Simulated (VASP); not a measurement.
A run of VASP 6.6.1:

INCAR

```
ALGO = Fast
EDIFF = 1E-7
ENCUT = 520
GGA = PE
ISIF = 2
ISMEAR = 0
LASPH = T
LCHARG = F
LREAL = F
LWAVE = F
NBANDS = 14
NELM = 100
PREC = Accurate
SIGMA = 0.1
```

Contents of KPOINTS:

```
k-points
0
Gamma
  21 21 21
```

POSCAR

```
Rh
1.0
    1.7927916472      1.0350687401      1.4640644206
   -1.7927916472      1.0350687401      1.4640644206
    0.0000000000     -2.0701374802      1.4640644206
Rh
1
Direct
    0.0000000000      0.0000000000      0.0000000000
```

Potentials or basis: VASP PAW PBE potentials, release 64 (Rh_pv).

The run is started by

```sh
$ cat potpaw_PBE.64/Rh_pv/POTCAR > POTCAR
$ mpirun -np 1 vasp_std > vasp.out
```

Hardware: 1 thread of AMD EPYC 7R13, with other jobs on the host.

How long does it take, and how much memory?

Wall time 4.5 min on 1 thread of AMD EPYC 7R13 (shared host), peak memory 0.25 GiB. Counts: scf iterations 14, k points 891.
